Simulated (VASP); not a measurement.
InSb: single point with PBEsol

Crystal: InSb.

```
In Sb
1.0
     0.00000    3.23910    3.30388
     3.23910    0.00000    3.30388
     3.23910    3.23910    0.00000
In Sb
1 1
Direct
  0.00000 0.00000 0.00000
  0.75000 0.75000 0.75000
```

This cell differs from its parent crystal: strain +0.0200 x Voigt [0, 0, 1, 0, 0, 0].

```yaml
Program: VASP 6.6.1
Task: single point
Functional: PBEsol
Potentials_or_basis: VASP PAW PBE potentials, release 64 (In_d, Sb)
Cutoff: 520 eV
k_mesh: 12 × 12 × 12
Occupations: gaussian, width 0.15 eV
Spin: no spin polarisation
Dipole_correction: no
Further_INCAR_settings: ALGO = Normal; EDIFF = 1e-06; NBANDS = 16
```

The pressure is 0.0 GPa and the band gap on the k mesh is zero (filled and empty bands touch).

Stress tensor (GPa, compression positive):
```
 0.16  0.00  0.00
 0.00  0.16  0.00
 0.00  0.00 -0.41
```

Levels at points of the mesh, in eV from the Fermi level:
```tsv
k point	band 5	band 6	band 7	band 8	band 9	band 10	band 11	band 12	band 13	band 14
(0.00, 0.00, 0.00)	-14.54	-10.75	-0.50	-0.19	-0.09	-0.09	2.80	2.80	2.84	5.42
(0.50, 0.00, 0.00)	-14.54	-9.43	-5.69	-1.17	-1.04	0.31	3.61	3.70	5.85	7.93
(0.50, 0.50, 0.00)	-14.54	-8.87	-6.05	-2.27	-2.27	1.23	1.25	7.87	7.87	8.38
(0.50, 0.00, 0.50)	-14.53	-8.82	-5.96	-2.38	-2.37	1.10	1.14	7.83	7.91	8.48
```

Wall time 3.6 min on 1 thread of Intel Xeon 8259CL, with other jobs on the host, peak memory 0.34 GiB.

Caveat: the cell differs from its parent crystal (strain +0.0200 x Voigt [0, 0, 1, 0, 0, 0]); semilocal functionals underestimate gaps, and a narrow one can read as zero; the PAW data sets were made with another functional, which shifts forces and pressure a little; spin-orbit coupling is left out, which moves the levels of the heavy elements.
